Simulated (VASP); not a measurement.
Set up this calculation in VASP 6.6.1, as the native input.

```
Task                   : single point
Functional             : PBE
Potentials or basis    : VASP PAW PBE potentials, release 64 (Rb_sv, Cl)
Cutoff                 : 500 eV
k mesh                 : 6 × 6 × 6
Occupations            : gaussian, width 0.01 eV
Spin                   : non-collinear spin, zero start, spin-orbit coupling
Starting moments       : [[0.0, 0.0, 0.0], [0.0, 0.0, 0.0]] μB
Dipole correction      : no
Further INCAR settings : ALGO = Normal; EDIFF = 1e-06; NBANDS = 28
```

The structure of RbCl lies in POSCAR:

```
RbCl
1.0
    0.0000000000      3.3057261382      3.3057261382
    3.3057261382      0.0000000000      3.3057261382
    3.3057261382      3.3057261382      0.0000000000
Rb Cl
1 1
Direct
    0.0000000000      0.0000000000      0.0000000000
    0.5000000000      0.5000000000      0.5000000000
```

These files were run (other wordings do the same):

INCAR

```
SYSTEM = RbCl
  PREC = Accurate
  ENCUT = 500
  EDIFF = 1E-6
  ISMEAR = 0
  SIGMA = 0.01
  LREAL = .False.
  LASPH = .True.
  NELM = 200
  ALGO = Normal
  ISIF = 2
  LWAVE = .False.
  LCHARG = .True.
  LNONCOLLINEAR = .True.
  MAGMOM = 0 0 0 0 0 0
  LORBIT = 11
  LSORBIT = .True.
  GGA_COMPAT = .False.
  LORBMOM = .True.
  GGA = PE
  LVHAR = .True.
  NBANDS = 28
```

KPOINTS

```
regular mesh
0
Gamma
  6 6 6
  0 0 0
```

Potentials or basis: VASP PAW PBE potentials, release 64 (Rb_sv, Cl).

Launch:

```console
$ cat potpaw_PBE.64/Rb_sv/POTCAR potpaw_PBE.64/Cl/POTCAR > POTCAR
$ mpirun -np 1 vasp_ncl > vasp.out
```

It gave:

```yaml
Pressure: 0.6 GPa
Net_moment: 0.00 μB per cell
Valence_electrons_inside_the_program's_atomic_spheres: Rb 7.32; Cl 5.15
```

It took 63 s on 1 thread of AMD EPYC 9R45 96-Core Processor (Zen 5), on a shared host, peak memory 0.37 GiB.
